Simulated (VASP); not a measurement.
# NaH (Fm-3m) in VASP: a series of runs, part 2 of 2

VASP 6.6.1.

### Step 5. Single point, HF

This run uses another cell than the first one, of 13.78 Å³/atom.

POSCAR

```
NaH
1.0
    0.0000000000      2.3975126521      2.3975126521
    2.3975126521      0.0000000000      2.3975126521
    2.3975126521      2.3975126521      0.0000000000
Na H
1 1
Direct
    0.0000000000      0.0000000000      0.0000000000
    0.5000000000      0.5000000000      0.5000000000
```

INCAR.step1

```
ALGO     = Normal         # electronic algorithm
EDIFF    = 1E-5           # SCF threshold, eV
ENCUT    = 520            # plane-wave cutoff, eV
GGA      = PE             # functional
ISIF     = 2              # what is computed and relaxed
ISMEAR   = 0              # smearing method
LASPH    = T              # aspherical terms in the spheres
LCHARG   = F              # write CHGCAR
LREAL    = F              # projectors in reciprocal space
LWAVE    = T              # write WAVECAR
NBANDS   = 11             # bands
NELM     = 100            # most SCF steps
PREC     = Accurate       # precision mode
SIGMA    = 0.01           # smearing width, eV
```

INCAR.step2

```
AEXX     = 1.0            # exact-exchange fraction
AGGAC    = 0.0          
ALDAC    = 0.0          
ALGO     = Normal         # electronic algorithm
EDIFF    = 1E-6           # SCF threshold, eV
ENCUT    = 520            # plane-wave cutoff, eV
GGA      = PE             # functional
ISIF     = 2              # what is computed and relaxed
ISMEAR   = 0              # smearing method
ISTART   = 1            
LASPH    = T              # aspherical terms in the spheres
LCHARG   = F              # write CHGCAR
LHFCALC  = T              # exact exchange
LREAL    = F              # projectors in reciprocal space
LWAVE    = F              # write WAVECAR
NBANDS   = 11             # bands
NELM     = 100            # most SCF steps
PREC     = Accurate       # precision mode
PRECFOCK = Normal       
SIGMA    = 0.01           # smearing width, eV
```

KPOINTS

```
k-points
0
Gamma
  6 6 6
```

Potentials or basis: VASP PAW PBE potentials, release 64 (Na_pv, H).

The run is started by

```console
cat potpaw_PBE.64/Na_pv/POTCAR potpaw_PBE.64/H/POTCAR > POTCAR
cp INCAR.step1 INCAR
mpirun -np 1 vasp_std > vasp.out
cp INCAR.step2 INCAR
mpirun -np 1 vasp_std > vasp.out
```

OUTCAR:

```text
AEXX = 1.0
   EDIFF = 1E-6
   ENCUT = 520
   GGA = PE
   ISIF = 2
   ISMEAR = 0
   ISTART = 1
   LASPH = T
   LHFCALC = T
   LREAL = F
   NELM = 100
   PREC = Accurate
   PRECFOCK = Normal

 ion  position               nearest neighbor table
   1  0.000  0.000  0.000-
   2  0.500  0.500  0.500-

  LATTYP: Found a face centered cubic cell.
 ALAT       =     4.7950253042

  Lattice vectors:

 A1 = (   0.0000000000,   2.3975126521,   2.3975126521)
 A2 = (   2.3975126521,   0.0000000000,   2.3975126521)
 A3 = (   2.3975126521,   2.3975126521,   0.0000000000)

Analysis of symmetry for initial positions (statically):
=====================================================================
 Subroutine PRICEL returns:
 Original cell was already a primitive cell.

 Routine SETGRP: Setting up the symmetry group for a
 face centered cubic supercell.

 Subroutine GETGRP returns: Found 48 space group operations
 (whereof 48 operations were pure point group operations)
 out of a pool of 48 trial point group operations.

The static configuration has the point symmetry O_h .

Analysis of symmetry for dynamics (positions and initial velocities):
=====================================================================
 Subroutine PRICEL returns:
 Original cell was already a primitive cell.

 Routine SETGRP: Setting up the symmetry group for a
 face centered cubic supercell.

 Subroutine GETGRP returns: Found 48 space group operations
 (whereof 48 operations were pure point group operations)
 out of a pool of 48 trial point group operations.

The dynamic configuration has the point symmetry O_h .

 Subroutine INISYM returns: Found 48 space group operations
 (whereof 48 operations are pure point group operations),
 and found     1 'primitive' translations

----------------------------------------------------------------------------------------

                                     Primitive cell
[... 116 lines left out ...]
   HFSCREENC=   0.0000 screening length for correlation (either q_TF or 0.3 A-1)
   ENCUTFOCK=  -1.0 apply spherical cutoff to Coloumb kernel
   IVDW    =     0    specifies the selected vdW correction
   LEPSILON=     F    determine dielectric tensor
   LRPA    =     F    only Hartree local field effects (RPA)
 non-spin polarized calculation
 Gauss-broadening in eV      SIGMA  =   0.01
  energy-cutoff  :      520.00
  volume of cell :       27.56
 maximum number of plane-waves:       754
 NGX is ok and might be reduce to    28
  NGX = 20; NGY = 20; NGZ = 20

 number of electron       7.9999992 magnetization

 Free energy of the ion-electron system (eV)
  ---------------------------------------------------
  ext. energy  EPLUGINS =         0.00000000
  ---------------------------------------------------
  free energy    TOTEN  =        -8.51346680 eV

  energy without entropy =       -8.51346680  energy(sigma->0) =       -8.51346680

 E-fermi :  -4.7769     XC(G=0):   0.0000

 val. band max:       -4.9072382396   @ k =  -0.3333   0.5000   0.1667
 cond. band min:       6.8510518639   @ k =   0.5000   0.0000   0.0000
 fundamental gap:     11.7582901034
 Fermi energy:        -4.7768996449

 k-point     1 :       0.0000    0.0000    0.0000
  band No.  band energies     occupation
      1     -35.8332      2.00000
      2     -35.8332      2.00000
      3     -35.8332      2.00000
      4      -9.6225      2.00000
      5      15.3738      0.00000
      6      20.1406      0.00000
      7      20.1406      0.00000
      8      20.1406      0.00000
      9      21.5566      0.00000
     10      21.5566      0.00000
     11      21.5566      0.00000
[... 197 lines left out ...]
 k-point    16 :      -0.3333    0.5000    0.1667
  band No.  band energies     occupation
      1     -35.8879      2.00000
      2     -35.8678      2.00000
      3     -35.8613      2.00000
      4      -4.9072      2.00000
      5       8.4791      0.00000
      6      10.7074      0.00000
      7      12.7628      0.00000
      8      19.4398      0.00000
      9      20.1864      0.00000
     10      25.8193      0.00000
     11      26.4739      0.00000

------------------------ aborting loop because EDIFF is reached ----------------------------------------

  FORCE on cell =-STRESS in cart. coord.  units (eV):
  Direction    XX          YY          ZZ          XY          YZ          ZX
  --------------------------------------------------------------------------------------
  -------------------------------------------------------------------------------------
  Total        0.3391673      0.3391673      0.3391673      0.0000000     -0.0000000      0.0000000
  in kB       19.7156838     19.7156838     19.7156838      0.0000000     -0.0000000      0.0000000
  external PRESSURE =      19.7156838 kB  Pullay stress =       0.0000000 kB

 VOLUME and BASIS-vectors are now :
 -----------------------------------------------------------------------------
  energy-cutoff  :      520.00
  volume of cell :       27.56
      direct lattice vectors                 reciprocal lattice vectors
     0.000000000  2.397512652  2.397512652    -0.208549473  0.208549473  0.208549473
     2.397512652  0.000000000  2.397512652     0.208549473 -0.208549473  0.208549473
     2.397512652  2.397512652  0.000000000     0.208549473  0.208549473 -0.208549473

 POSITION                                       TOTAL-FORCE (eV/Angst)
 -----------------------------------------------------------------------------------
      0.00000      0.00000      0.00000        -0.000000      0.000000     -0.000000
      2.39751      2.39751      2.39751         0.000000     -0.000000      0.000000
 -----------------------------------------------------------------------------------
    total drift:                                0.000000     -0.000000     -0.000000

  FREE ENERGIE OF THE ION-ELECTRON SYSTEM (eV)
  ---------------------------------------------------
  free  energy   TOTEN  =        -8.5134667969 eV

  energy  without entropy=       -8.5134667969  energy(sigma->0) =       -8.51346680
```

OSZICAR.step1:

```text
N       E                     dE             d eps       ncg     rms          rms(c)
DAV:   1     0.367773498552E+02    0.36777E+02   -0.46646E+03   355   0.757E+02
DAV:   2    -0.431243869250E+01   -0.41090E+02   -0.40632E+02   367   0.190E+02
DAV:   3    -0.550836445867E+01   -0.11959E+01   -0.11942E+01   435   0.325E+01
DAV:   4    -0.551582946346E+01   -0.74650E-02   -0.74643E-02   419   0.260E+00
DAV:   5    -0.551589329994E+01   -0.63836E-04   -0.63835E-04   415   0.252E-01    0.321E+00
DAV:   6    -0.517568098476E+01    0.34021E+00   -0.32508E-01   390   0.281E+00    0.149E+00
DAV:   7    -0.508189664858E+01    0.93784E-01   -0.32370E-01   391   0.217E+00    0.349E-01
DAV:   8    -0.508646051576E+01   -0.45639E-02   -0.98706E-03   388   0.971E-01    0.671E-02
DAV:   9    -0.508641786431E+01    0.42651E-04   -0.11288E-03   408   0.358E-01    0.231E-02
DAV:  10    -0.508640206807E+01    0.15796E-04   -0.59977E-05   410   0.493E-02    0.421E-03
DAV:  11    -0.508640498203E+01   -0.29140E-05   -0.57114E-06   388   0.111E-02
   1 F= -.50864050E+01 E0= -.50864050E+01  d E =-.246011E-21
```

Run time: 5.4 min. Hardware: 1 thread of Oxide Virtual Turin-like, shared host; peak memory 0.12 GiB.

What came out:

```
Free energy            : -8.5135 eV
Pressure               : 2.0 GPa
Band gap on the k mesh : 11.76 eV (least direct gap 12.78 eV)
```

Caveat: the PAW data sets were made with another functional, which shifts forces and pressure a little. A k mesh can miss the band edges.

### Step 6. Single point, r2SCANh

This run uses another cell than the first one, of 13.78 Å³/atom.

POSCAR is that of step 5.

INCAR.step1

```
SYSTEM = NaH
  PREC = Accurate
  ENCUT = 520
  EDIFF = 1E-5
  ISMEAR = 0
  SIGMA = 0.01
  LREAL = .False.
  LASPH = .True.
  NELM = 60
  ALGO = Normal
  ISIF = 2
  LWAVE = .True.
  LCHARG = .False.
  NBANDS = 11
  GGA = PE
```

INCAR.step2

```
SYSTEM = NaH
  PREC = Accurate
  ENCUT = 520
  EDIFF = 1E-6
  ISMEAR = 0
  SIGMA = 0.01
  LREAL = .False.
  LASPH = .True.
  NELM = 60
  ALGO = Normal
  ISIF = 2
  LWAVE = .False.
  LCHARG = .False.
  METAGGA = R2SCAN
  LHFCALC = .True.
  AEXX = 0.1
  LMIXTAU = .True.
  PRECFOCK = Normal
  NBANDS = 11
  ISTART = 1
```

KPOINTS

```
regular mesh
0
Gamma
  6 6 6
  0 0 0
```

Potentials or basis: VASP PAW PBE potentials, release 64 (Na_pv, H).

The run is started by

```console
cat potpaw_PBE.64/Na_pv/POTCAR potpaw_PBE.64/H/POTCAR > POTCAR
cp INCAR.step1 INCAR
mpirun -np 1 vasp_std > vasp.out
cp INCAR.step2 INCAR
mpirun -np 1 vasp_std > vasp.out
```

Run time: 7.7 min. Hardware: 1 thread of Oxide Virtual Turin-like, shared host; peak memory 0.13 GiB.

The run converged. Its results:

* Free energy: -7.7535 eV
* Pressure: -0.3 GPa
* Band gap on the k mesh: 5.08 eV (least direct gap 5.92 eV)

Levels at points of the mesh, in eV from the valence-band top:
```csv
k point,band 1,band 2,band 3,band 4,band 5,band 6,band 7,band 8
"(0.00, 0.00, 0.00)",-23.66,-23.66,-23.66,-3.73,12.46,17.32,17.32,17.32
"(0.50, 0.00, 0.00)",-23.75,-23.67,-23.67,-0.84,5.08,12.61,14.90,14.90
"(0.50, 0.50, 0.00)",-23.74,-23.69,-23.69,-0.13,5.91,11.52,12.31,12.31
```

Caveat: the PAW data sets were made with another functional, which shifts forces and pressure a little. A k mesh can miss the band edges.

### Step 7. The runs side by side

| task | level | cell | k mesh | cutoff (eV) | smearing | grid for exact exchange (PRECFOCK) | share of exact exchange | screening parameter | gap on the mesh (eV) | pressure (GPa) |
| --- | --- | --- | --- | --- | --- | --- | --- | --- | --- | --- |
| relaxation of cell and atoms | r2SCAN | relaxed from a = 3.416 Å, angles 60.0°, 2 atoms | 8 × 8 × 8 | 600 | fermi-dirac 0.02 eV | - | - | - | 4.43 | 0.0 |
| single point | HSE06 | a = 3.391 Å, angles 60.0°, 2 atoms | 6 × 6 × 6 | 520 | gaussian 0.01 eV | Normal | 0.25 | 0.2079 1/Å | 4.89 | 0.2 |
| single point | PBE0 | a = 3.391 Å, angles 60.0°, 2 atoms | 6 × 6 × 6 | 520 | gaussian 0.01 eV | Normal | 0.25 | - | 5.63 | 0.2 |
| single point | HF | a = 3.391 Å, angles 60.0°, 2 atoms | 6 × 6 × 6 | 520 | gaussian 0.01 eV | Normal | 1 | - | 11.76 | 2.0 |
| single point | r2SCANh | a = 3.391 Å, angles 60.0°, 2 atoms | 6 × 6 × 6 | 520 | gaussian 0.01 eV | Normal | 0.1 | - | 5.08 | -0.3 |

Alike in all rows: potentials or basis VASP PAW PBE potentials, release 64 (Na_pv, H); no spin polarisation.

Caveats: the PAW data sets were made with another functional, which shifts forces and pressure a little.

Total energies depend on the potentials used, so only differences within one code and one set of settings carry meaning.
